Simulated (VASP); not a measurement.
# ZnW3 (Pm-3m) in VASP: notebook, part 2 of 3

VASP 6.6.1. The steps go on from the part before.

## (3) Single point, PBE

This run uses another cell than the first one, of 15.55 Å³/atom, 1.025 times its volume.

INCAR

```
  PREC = Accurate
  ENCUT = 520
  EDIFF = 1E-7
  ISMEAR = 0
  SIGMA = 0.1
  LREAL = F
  LASPH = T
  NELM = 100
  ALGO = Normal
  ISIF = 2
  LWAVE = F
  LCHARG = F
  GGA = PE
  NBANDS = 35
```

KPOINTS

```
regular mesh
0
Gamma
  4 4 4
```

POSCAR

```
ZnW3
1.0
    3.9621698999      0.0000000000      0.0000000000
    0.0000000000      3.9621698999      0.0000000000
    0.0000000000      0.0000000000      3.9621698999
Zn W
1 3
Direct
    0.0000000000      0.0000000000      0.0000000000
    0.0000000000      0.5000000000      0.5000000000
    0.5000000000      0.0000000000      0.5000000000
    0.5000000000      0.5000000000      0.0000000000
```

Potentials or basis: VASP PAW PBE potentials, release 64 (Zn, W_sv).

Launch:

```bash
> cat potpaw_PBE.64/Zn/POTCAR potpaw_PBE.64/W_sv/POTCAR > POTCAR
> mpirun -np 1 vasp_std > vasp.out
```

OUTCAR:

```text
PREC = Accurate
   ENCUT = 520
   EDIFF = 1E-7
   ISMEAR = 0
   LREAL = F
   LASPH = T
   NELM = 100
   ISIF = 2
   GGA = PE

 ion  position               nearest neighbor table
   1  0.000  0.000  0.000-   2 2.80   3 2.80   4 2.80   2 2.80   3 2.80   2 2.80   4 2.80   2 2.80
                             3 2.80   4 2.80   3 2.80   4 2.80
   2  0.000  0.500  0.500-   1 2.80   3 2.80   4 2.80   1 2.80   4 2.80   1 2.80   3 2.80   1 2.80
                             3 2.80   4 2.80   4 2.80   3 2.80
   3  0.500  0.000  0.500-   1 2.80   2 2.80   4 2.80   1 2.80   4 2.80   2 2.80   4 2.80   4 2.80
                             1 2.80   2 2.80   1 2.80   2 2.80
   4  0.500  0.500  0.000-   1 2.80   2 2.80   3 2.80   2 2.80   3 2.80   1 2.80   3 2.80   3 2.80
                             1 2.80   2 2.80   2 2.80   1 2.80

  LATTYP: Found a simple cubic cell.
 ALAT       =     3.9621698999

  Lattice vectors:

 A1 = (   3.9621698999,   0.0000000000,   0.0000000000)
 A2 = (   0.0000000000,   3.9621698999,   0.0000000000)
 A3 = (   0.0000000000,   0.0000000000,   3.9621698999)

Analysis of symmetry for initial positions (statically):
=====================================================================
 Subroutine PRICEL returns:
 Original cell was already a primitive cell.

 Routine SETGRP: Setting up the symmetry group for a
 simple cubic supercell.

 Subroutine GETGRP returns: Found 48 space group operations
 (whereof 48 operations were pure point group operations)
 out of a pool of 48 trial point group operations.

The static configuration has the point symmetry O_h .

Analysis of symmetry for dynamics (positions and initial velocities):
=====================================================================
 Subroutine PRICEL returns:
 Original cell was already a primitive cell.

 Routine SETGRP: Setting up the symmetry group for a
 simple cubic supercell.

 Subroutine GETGRP returns: Found 48 space group operations
 (whereof 48 operations were pure point group operations)
 out of a pool of 48 trial point group operations.

The dynamic configuration has the point symmetry O_h .

 Subroutine INISYM returns: Found 48 space group operations
 (whereof 48 operations are pure point group operations),
 and found     1 'primitive' translations

----------------------------------------------------------------------------------------

                                     Primitive cell

  volume of cell :      62.2013

  direct lattice vectors                    reciprocal lattice vectors
     3.962169900  0.000000000  0.000000000     0.252386956  0.000000000  0.000000000
     0.000000000  3.962169900  0.000000000     0.000000000  0.252386956  0.000000000
     0.000000000  0.000000000  3.962169900     0.000000000  0.000000000  0.252386956

  length of vectors
     3.962169900  3.962169900  3.962169900     0.252386956  0.252386956  0.252386956

  position of ions in fractional coordinates (direct lattice)
     0.000000000  0.000000000  0.000000000
     0.000000000  0.500000000  0.500000000
     0.500000000  0.000000000  0.500000000
     0.500000000  0.500000000  0.000000000

  ion indices of the primitive-cell ions
   primitive index   ion index
                 1           1
                 2           2
                 3           3
                 4           4

[... 28 lines left out ...]
  0.000000  0.000000  0.000000      1.000000
  0.250000  0.000000  0.000000      6.000000
  0.500000  0.000000  0.000000      3.000000
  0.250000  0.250000  0.000000     12.000000
  0.500000  0.250000  0.000000     12.000000
  0.500000  0.500000  0.000000      3.000000
  0.250000  0.250000  0.250000      8.000000
  0.500000  0.250000  0.250000     12.000000
  0.500000  0.500000  0.250000      6.000000
  0.500000  0.500000  0.500000      1.000000
   k-points           NKPTS =     10   k-points in BZ     NKDIM =     10   number of bands    NBANDS=     35
   number of dos      NEDOS =    301   number of ions     NIONS =      4
   total plane-waves  NPLWV =  27000
   dimension x,y,z NGX =    30 NGY =   30 NGZ =   30
   dimension x,y,z NGXF=    60 NGYF=   60 NGZF=   60
   ions per type =               1   3
   NGX,Y,Z   is equivalent  to a cutoff of  12.59, 12.59, 12.59 a.u.
   NGXF,Y,Z  is equivalent  to a cutoff of  25.17, 25.17, 25.17 a.u.
 SYSTEM =  unknown system
   PREC   = accura    normal or accurate (medium, high low for compatibility)
   ISTART =      0    job   : 0-new  1-cont  2-samecut
   ICHARG =      2    charge: 1-file 2-atom 10-const
   ISPIN  =      1    spin polarized calculation?
   LNONCOLLINEAR =      F non collinear calculations
   LSORBIT =      F    spin-orbit coupling
   LASPH  =      T    aspherical Exc in radial PAW
   ENCUT  =  520.0 eV  38.22 Ry    6.18 a.u.   7.37  7.37  7.37*2*pi/ulx,y,z
   NELM   =    100;   NELMIN=  2; NELMDL= -5     # of ELM steps
   EDIFF  = 0.1E-06   stopping-criterion for ELM
   LREAL  =      F    real-space projection
   EDIFFG = 0.1E-05   stopping-criterion for IOM
   NSW    =      0    number of steps for IOM
   IBRION =     -1    ionic relax: 0-MD 1-quasi-New 2-CG
   NFREE  =      0    steps in history (QN), initial steepest desc. (CG)
   ISIF   =      2    stress and relaxation
   ISYM   =      2    0-nonsym 1-usesym 2-fastsym
   POTIM  = 0.5000    time-step for ionic-motion
   TEBEG  =    0.0;   TEEND  =   0.0 temperature during run
   PSTRESS=    0.0 pullay stress
   NELECT =      54.0000    total number of electrons
   NUPDOWN=      -1.0000    fix difference up-down
   EMIN   =  10.00;   EMAX   =-10.00  energy-range for DOS
   EFERMI =   0.00;   METHOD = LEGACY
   ISMEAR =     0;   SIGMA  =   0.10  broadening in eV -4-tet -1-fermi 0-gaus
   EFERMI_NEDOS =   21; number of points for ismear=-14 and -15
   IALGO  =     38    algorithm
   IMIX   =      4    mixing-type and parameters
     AMIX     =   0.40;   BMIX     =  1.00
     AMIX_MAG =   1.60;   BMIX_MAG =  1.00
  volume/ion in A,a.u.               =      15.55       104.94
  Fermi-wavevector in a.u.,A,eV,Ry     =   1.561731  2.951244 33.184674  2.439005
  Thomas-Fermi vector in A             =   2.664754
   LORBIT       =      0    0 simple, 1 ext, 2 COOP (PROOUT), +10 PAW based schemes
   GGA     = PE    functional components
   LHFCALC =     F    Hartree Fock is set to
   AEXX    =    0.0000 exact exchange contribution
   IVDW    =     0    specifies the selected vdW correction
   LEPSILON=     F    determine dielectric tensor
   LRPA    =     F    only Hartree local field effects (RPA)
 non-spin polarized calculation
 Gauss-broadening in eV      SIGMA  =   0.10
  energy-cutoff  :      520.00
  volume of cell :       62.20
 maximum number of plane-waves:      1743
 NGX is ok and might be reduce to    30
   NGX = 15   NGY = 15   NGZ = 15

 number of electron      54.0000020 magnetization

 Free energy of the ion-electron system (eV)
  ---------------------------------------------------
  ext. energy  EPLUGINS =         0.00000000
  ---------------------------------------------------
  free energy    TOTEN  =       -38.67217766 eV

  energy without entropy =      -38.66357335  energy(sigma->0) =      -38.66787551

 E-fermi :   9.3013     XC(G=0): -13.2189

 val. band max:        9.0305952875   @ k =   0.2500   0.2500   0.0000
 cond. band min:       9.3496307538   @ k =   0.5000   0.2500   0.0000
 fundamental gap:      0.3190354664
 Fermi energy:         9.3013205026

 k-point     1 :       0.0000    0.0000    0.0000
  band No.  band energies     occupation
      1     -64.6577      2.00000
      2     -64.5247      2.00000
      3     -64.5247      2.00000
      4     -29.2637      2.00000
      5     -29.2637      2.00000
      6     -29.2637      2.00000
[... 369 lines left out ...]
     34      14.4158      0.00000
     35      14.4158      0.00000

------------------------ aborting loop because EDIFF is reached ----------------------------------------

  FORCE on cell =-STRESS in cart. coord.  units (eV):
  Direction    XX          YY          ZZ          XY          YZ          ZX
  --------------------------------------------------------------------------------------
  -------------------------------------------------------------------------------------
  Total        0.0810759      0.0810759      0.0810759      0.0000000     -0.0000000      0.0000000
  in kB        2.0883498      2.0883498      2.0883498      0.0000000     -0.0000000      0.0000000
  external PRESSURE =       2.0883498 kB  Pullay stress =       0.0000000 kB

 VOLUME and BASIS-vectors are now :
 -----------------------------------------------------------------------------
  energy-cutoff  :      520.00
  volume of cell :       62.20
      direct lattice vectors                 reciprocal lattice vectors
     3.962169900  0.000000000  0.000000000     0.252386956  0.000000000  0.000000000
     0.000000000  3.962169900  0.000000000     0.000000000  0.252386956  0.000000000
     0.000000000  0.000000000  3.962169900     0.000000000  0.000000000  0.252386956

 POSITION                                       TOTAL-FORCE (eV/Angst)
 -----------------------------------------------------------------------------------
      0.00000      0.00000      0.00000         0.000000      0.000000      0.000000
      0.00000      1.98108      1.98108         0.000000      0.000000      0.000000
      1.98108      0.00000      1.98108         0.000000      0.000000      0.000000
      1.98108      1.98108      0.00000         0.000000      0.000000      0.000000
 -----------------------------------------------------------------------------------
    total drift:                                0.000000      0.000000     -0.000000

  FREE ENERGIE OF THE ION-ELECTRON SYSTEM (eV)
  ---------------------------------------------------
  free  energy   TOTEN  =       -38.6721776639 eV

  energy  without entropy=      -38.6635733539  energy(sigma->0) =      -38.66787551
```

OSZICAR:

```text
N       E                     dE             d eps       ncg     rms          rms(c)
DAV:   1     0.614216285734E+03    0.61422E+03   -0.30704E+04   716   0.200E+03
DAV:   2    -0.381995372710E+01   -0.61804E+03   -0.60519E+03   716   0.554E+02
DAV:   3    -0.396294837926E+02   -0.35810E+02   -0.34399E+02   803   0.133E+02
DAV:   4    -0.406287749767E+02   -0.99929E+00   -0.98491E+00   789   0.201E+01
DAV:   5    -0.406408527961E+02   -0.12078E-01   -0.12074E-01   790   0.259E+00    0.324E+01
DAV:   6    -0.390232317012E+02    0.16176E+01   -0.36854E+00   822   0.274E+01    0.140E+01
DAV:   7    -0.387260771738E+02    0.29715E+00   -0.19165E+00   889   0.139E+01    0.143E+00
DAV:   8    -0.386786246643E+02    0.47453E-01   -0.20990E-01   814   0.665E+00    0.985E-01
DAV:   9    -0.386733658775E+02    0.52588E-02   -0.45903E-02   817   0.153E+00    0.340E-01
DAV:  10    -0.386722730139E+02    0.10929E-02   -0.11120E-02   865   0.963E-01    0.299E-01
DAV:  11    -0.386721790174E+02    0.93997E-04   -0.52378E-04   876   0.282E-01    0.705E-02
DAV:  12    -0.386721799565E+02   -0.93911E-06   -0.63164E-05   954   0.736E-02    0.138E-02
DAV:  13    -0.386721776278E+02    0.23287E-05   -0.80329E-06   785   0.228E-02    0.123E-03
DAV:  14    -0.386721777742E+02   -0.14640E-06   -0.21201E-07   641   0.474E-03    0.176E-03
DAV:  15    -0.386721776678E+02    0.10639E-06   -0.68656E-08   404   0.342E-03    0.212E-04
DAV:  16    -0.386721776639E+02    0.38926E-08   -0.13798E-08   392   0.995E-04
   1 F= -.38672178E+02 E0= -.38667876E+02  d E =-.860431E-02
```

Wall time 35 s (1 thread of Intel Xeon Platinum 8259CL at 2.50GHz (Skylake/Cascade Lake), shared host); peak memory 0.17 GiB.

What came out:

```yaml
Free_energy: -38.6722 eV
Pressure: 0.2 GPa
Band_gap_on_the_k_mesh: zero (band 27 reaches 10.71 eV, above the bottom of band 28 at 8.83 eV)
```

Levels at points of the mesh, in eV from the Fermi level:
| k point | band 24 | band 25 | band 26 | band 27 | band 28 | band 29 | band 30 | band 31 |
| --- | --- | --- | --- | --- | --- | --- | --- | --- |
| (0.00, 0.00, 0.00) | -3.42 | 1.41 | 1.41 | 1.41 | 1.47 | 1.47 | 1.47 | 3.53 |
| (0.50, 0.00, 0.00) | -1.46 | -0.80 | -0.80 | -0.41 | 0.35 | 0.35 | 1.32 | 1.32 |
| (0.50, 0.50, 0.00) | -2.33 | -2.31 | -0.60 | -0.60 | 0.68 | 0.68 | 0.69 | 0.81 |
| (0.50, 0.50, 0.50) | -1.06 | -0.93 | -0.93 | -0.93 | 0.72 | 1.05 | 1.05 | 1.05 |

Caveat: the k points lie up to 0.40 Å⁻¹ apart; spin-orbit coupling is left out, which moves the levels of the heavy elements.

## (4) Relaxation of cell and atoms, PBE

INCAR

```
SYSTEM = ZnW3
  ALGO = Normal
  EDIFF = 1E-7
  EDIFFG = -0.04
  ENCUT = 600
  GGA = PE
  IBRION = 2
  ISIF = 3
  ISMEAR = 0
  LASPH = .TRUE.
  LCHARG = .FALSE.
  LREAL = .FALSE.
  LWAVE = .FALSE.
  NELM = 60
  NSW = 90
  PREC = Accurate
  SIGMA = 0.1
```

KPOINTS

```
k-points
0
G
  4 4 4
  0 0 0
```

POSCAR

```
ZnW3
1.0
    3.9302214434      0.0000000000      0.0000000000
    0.0000000000      3.9302214434      0.0000000000
    0.0000000000      0.0000000000      3.9302214434
Zn W
1 3
Direct
    0.0000000000      0.0000000000      0.0000000000
    0.0000000000      0.5000000000      0.5000000000
    0.5000000000      0.0000000000      0.5000000000
    0.5000000000      0.5000000000      0.0000000000
```

Potentials or basis: VASP PAW PBE potentials, release 64 (Zn, W_sv).

Launch:

```bash
> cat potpaw_PBE.64/Zn/POTCAR potpaw_PBE.64/W_sv/POTCAR > POTCAR
> mpirun -np 1 vasp_std > vasp.out
```

OUTCAR:

```text
SYSTEM = ZnW3
   EDIFF = 1E-7
   EDIFFG = -0.04
   ENCUT = 600
   GGA = PE
   IBRION = 2
   ISIF = 3
   ISMEAR = 0
   LASPH = .TRUE.
   LREAL = .FALSE.
   NELM = 60
   NSW = 90
   PREC = Accurate

 ion  position               nearest neighbor table
   1  0.000  0.000  0.000-   2 2.78   3 2.78   4 2.78   2 2.78   3 2.78   2 2.78   4 2.78   2 2.78
                             3 2.78   4 2.78   3 2.78   4 2.78
   2  0.000  0.500  0.500-   1 2.78   3 2.78   4 2.78   1 2.78   4 2.78   1 2.78   3 2.78   1 2.78
                             3 2.78   4 2.78   4 2.78   3 2.78
   3  0.500  0.000  0.500-   1 2.78   2 2.78   4 2.78   1 2.78   4 2.78   2 2.78   4 2.78   4 2.78
                             1 2.78   2 2.78   1 2.78   2 2.78
   4  0.500  0.500  0.000-   1 2.78   2 2.78   3 2.78   2 2.78   3 2.78   1 2.78   3 2.78   3 2.78
                             1 2.78   2 2.78   2 2.78   1 2.78

  LATTYP: Found a simple cubic cell.
 ALAT       =     3.9302214434

  Lattice vectors:

 A1 = (   3.9302214434,   0.0000000000,   0.0000000000)
 A2 = (   0.0000000000,   3.9302214434,   0.0000000000)
 A3 = (   0.0000000000,   0.0000000000,   3.9302214434)

Analysis of symmetry for initial positions (statically):
=====================================================================
 Subroutine PRICEL returns:
 Original cell was already a primitive cell.

[... 151 lines left out ...]

 number of electron      54.0000010 magnetization

 Free energy of the ion-electron system (eV)
  ---------------------------------------------------
  ext. energy  EPLUGINS =         0.00000000
  ---------------------------------------------------
  free energy    TOTEN  =       -38.64072293 eV

  energy without entropy =      -38.63223906  energy(sigma->0) =      -38.63648099

------------------------ aborting loop because EDIFF is reached ----------------------------------------

  FORCE on cell =-STRESS in cart. coord.  units (eV):
  Direction    XX          YY          ZZ          XY          YZ          ZX
  --------------------------------------------------------------------------------------
  -------------------------------------------------------------------------------------
  Total        2.4945184      2.4945184      2.4945184     -0.0000000     -0.0000000     -0.0000000
  in kB       65.8333926     65.8333926     65.8333926     -0.0000000     -0.0000000     -0.0000000
  external PRESSURE =      65.8333926 kB  Pullay stress =       0.0000000 kB
[... 63 lines left out ...]
--------------------------------------- Ionic step        3  -------------------------------------------

 number of electron      54.0000014 magnetization

 Free energy of the ion-electron system (eV)
  ---------------------------------------------------
  ext. energy  EPLUGINS =         0.00000000
  ---------------------------------------------------
  free energy    TOTEN  =       -38.67180170 eV

  energy without entropy =      -38.66318532  energy(sigma->0) =      -38.66749351

 E-fermi :   9.2827     XC(G=0): -13.2103

 val. band max:        9.0113942141   @ k =   0.2500   0.2500   0.0000
 cond. band min:       9.3310404307   @ k =   0.5000   0.2500   0.0000
 fundamental gap:      0.3196462166
 Fermi energy:         9.2826761768

 k-point     1 :       0.0000    0.0000    0.0000
  band No.  band energies     occupation
      1     -64.6796      2.00000
      2     -64.5473      2.00000
      3     -64.5473      2.00000
      4     -29.2826      2.00000
      5     -29.2826      2.00000
      6     -29.2826      2.00000
[... 370 lines left out ...]
  FREE ENERGIE OF THE ION-ELECTRON SYSTEM (eV)
  ---------------------------------------------------
  free  energy   TOTEN  =       -38.6718017021 eV

  energy  without entropy=      -38.6631853247  energy(sigma->0) =      -38.66749351

 reached required accuracy - stopping structural energy minimisation
```

OSZICAR:

```text
N       E                     dE             d eps       ncg     rms          rms(c)
DAV:   1     0.657767172637E+03    0.65777E+03   -0.34346E+04   656   0.244E+03
DAV:   2    -0.127290576933E+01   -0.65904E+03   -0.65184E+03   664   0.646E+02
DAV:   3    -0.397191358877E+02   -0.38446E+02   -0.37508E+02   784   0.149E+02
[... 32 lines left out ...]
DAV:   7    -0.386717974154E+02    0.95920E-04   -0.11530E-03   752   0.392E-01    0.608E-02
DAV:   8    -0.386718065756E+02   -0.91602E-05   -0.95117E-05   736   0.757E-02    0.327E-02
DAV:   9    -0.386718016806E+02    0.48950E-05   -0.14160E-05   816   0.314E-02    0.396E-03
DAV:  10    -0.386718018011E+02   -0.12045E-06   -0.53281E-07   632   0.529E-03    0.596E-04
DAV:  11    -0.386718017021E+02    0.98948E-07   -0.28018E-08   400   0.194E-03
   3 F= -.38671802E+02 E0= -.38667494E+02  d E =-.310788E-01
```

Wall time 64 s (1 thread of Intel Xeon Platinum 8259CL at 2.50GHz (Skylake/Cascade Lake), shared host); peak memory 0.19 GiB.

Results:

```yaml
Free_energy: -38.6718 eV
Relaxed_volume: 15.57 Å³/atom
Relaxed_cell: a = 3.964 Å, b = 3.964 Å, c = 3.964 Å, α = 90.00°, β = 90.00°, γ = 90.00°
Space_group_after_relaxing_to_0.05_Å: Pm-3m (No. 221)
Energy_gained_by_relaxing: 7.8 meV/atom
Ionic_steps: 3
Pressure_after_relaxing: -0.1 GPa
Band_gap_on_the_k_mesh: zero (band 27 reaches 10.69 eV, above the bottom of band 28 at 8.81 eV)
```

The path:
```csv
step,energy change (eV),largest force (eV/Å),pressure (GPa),volume (Å³)
1,0.0000,0.0000,6.58,60.71
2,0.1543,0.0000,-13.69,66.35
3,-0.0311,0.0000,-0.15,62.30
```

Final structure:
```cif
data_structure
_symmetry_space_group_name_H-M 'P 1'
_symmetry_Int_Tables_number 1
_cell_length_a 3.9642
_cell_length_b 3.9642
_cell_length_c 3.9642
_cell_angle_alpha 90.000
_cell_angle_beta 90.000
_cell_angle_gamma 90.000
_cell_volume 62.30
loop_
_atom_site_label
_atom_site_type_symbol
_atom_site_fract_x
_atom_site_fract_y
_atom_site_fract_z
_atom_site_occupancy
Zn1 Zn 0.00000 0.00000 0.00000 1
W1 W 0.00000 0.50000 0.50000 1
W2 W 0.50000 0.00000 0.50000 1
W3 W 0.50000 0.50000 0.00000 1
```

Levels at points of the mesh, in eV from the Fermi level:
```tsv
k point	band 25	band 26	band 27	band 28	band 29	band 30
(0.00, 0.00, 0.00)	1.40	1.40	1.40	1.47	1.47	1.47
(0.50, 0.00, 0.00)	-0.80	-0.80	-0.41	0.35	0.35	1.31
(0.50, 0.50, 0.00)	-2.30	-0.60	-0.60	0.68	0.68	0.69
(0.50, 0.50, 0.50)	-0.93	-0.93	-0.93	0.71	1.05	1.05
```

Caveat: the k points lie up to 0.40 Å⁻¹ apart in the final cell; spin-orbit coupling is left out, which moves the levels of the heavy elements.

[end of part 2 of 3]
